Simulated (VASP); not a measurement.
**BN: single point with PBEsol**

BN:

```xyz
4
Lattice="2.5043 0.0000 0.0000 -1.2522 2.1688 0.0000 0.0000 0.0000 6.9489" Properties=species:S:1:pos:R:3 pbc="T T T"
B     0.0000    1.4459    1.7372
B     1.2522    0.7229    5.2117
N     0.0000    1.4459    5.2117
N     1.2522    0.7229    1.7372
```

This cell differs from its parent crystal: strain -0.0100 x Voigt [0, 0, 1, 0, 0, 0].

```
Program             : VASP 6.6.1
Task                : single point
Functional          : PBEsol
Potentials or basis : VASP PAW PBE potentials, release 64 (B, N)
Cutoff              : 520 eV
k mesh              : 12 × 12 × 4
Occupations         : gaussian, width 0.05 eV
Spin                : no spin polarisation
```

```json
{
  "Pressure": "0.3 GPa",
  "Band gap on the k mesh": "4.24 eV, indirect (least direct gap 4.59 eV)"
}
```

Stress tensor (GPa, compression positive):
```
0.51 0.00 0.00
0.00 0.51 0.00
0.00 0.00 0.00
```

Levels at points of the mesh, in eV from the valence-band top:
```csv
k point,band 6,band 7,band 8,band 9,band 10,band 11
"(0.00, 0.00, 0.00)",-1.31,-1.28,-1.28,4.81,9.63,11.52
"(0.50, 0.00, 0.00)",-4.09,-1.34,-0.53,4.24,5.40,9.41
"(0.00, 0.00, 0.50)",-1.30,-1.30,-1.30,6.96,6.96,11.56
"(0.50, 0.00, 0.50)",-4.11,-0.92,-0.92,4.66,4.66,9.82
```

It took 61 s on 1 thread of Intel Xeon 8259CL (shared host), peak memory 0.16 GiB.

Caveat: the cell differs from its parent crystal (strain -0.0100 x Voigt [0, 0, 1, 0, 0, 0]); the PAW data sets were made with another functional, which shifts forces and pressure a little; this functional lacks dispersion, which binds the layers, so the pressure and a relaxed spacing across them are unreliable. A k mesh can miss the band edges.
